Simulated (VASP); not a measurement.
# ZrSn2O4: single point with r2SCAN+rVV10

Crystal: ZrSn2O4.

```
CELL_PARAMETERS angstrom
7.02795 0.00000 2.60184
0.00000 3.23346 0.00000
0.32524 0.00000 5.77301
ATOMIC_POSITIONS crystal
Zr 0.50000 0.00000 0.50000
Sn 0.00000 0.00000 0.00000
Sn 0.50000 0.50000 0.00000
O 0.63031 0.50000 0.60716
O 0.35110 0.00000 0.91927
O 0.36969 0.50000 0.39284
O 0.64890 0.00000 0.08073
```

```yaml
Program: VASP 6.6.1
Task: single point
Functional: r2SCAN
Dispersion: rVV10
Potentials_or_basis: VASP PAW PBE potentials, release 64 (Zr_sv, Sn_d, O)
Cutoff: 520 eV
k_mesh: 4 × 8 × 4
Occupations: fermi-dirac, width 0.03 eV
Spin: no spin polarisation
```

```json
{
  "Pressure": "0.5 GPa",
  "Largest force": "0.063 eV/Å",
  "Band gap on the k mesh": "zero (bands 32 and 33 overlap by 0.80 eV)"
}
```

Forces on the atoms (eV/Å):
```
Zr   0.000  0.000  0.000
Sn   0.000  0.000  0.000
Sn   0.000  0.000  0.000
O    0.052  0.000 -0.030
O   -0.054  0.000 -0.032
O   -0.052  0.000  0.030
O    0.054  0.000  0.032
```

Stress tensor (GPa, compression positive):
```
0.28 0.00 0.09
0.00 0.69 0.00
0.09 0.00 0.64
```

Levels at points of the mesh, in eV from the Fermi level:
```csv
k point,band 30,band 31,band 32,band 33,band 34,band 35
"(0.00, 0.00, 0.00)",-4.36,-4.34,-0.50,-0.27,1.54,1.86
"(0.50, 0.00, 0.00)",-4.35,-3.85,-1.64,0.16,1.25,1.86
"(0.00, 0.50, 0.00)",-4.51,-3.47,-1.95,0.85,1.45,1.90
"(0.50, 0.50, 0.00)",-4.42,-2.72,-2.11,0.19,1.46,2.47
"(0.00, 0.00, 0.50)",-4.33,-3.86,-0.79,0.98,1.16,1.30
"(0.50, 0.00, 0.50)",-4.21,-4.08,-0.72,0.57,1.05,1.75
"(0.00, 0.50, 0.50)",-4.60,-3.41,-2.25,0.18,0.18,2.61
"(0.50, 0.50, 0.50)",-4.64,-2.67,-1.96,0.00,0.90,1.36
```

Wall time 8.8 min on 1 thread of Intel(R) Xeon(R) 6975P-C (Granite Rapids) (shared host), peak memory 0.64 GiB.

Caveat: the PAW data sets were made with another functional, which shifts forces and pressure a little; spin-orbit coupling is left out, which moves the levels of the heavy elements.
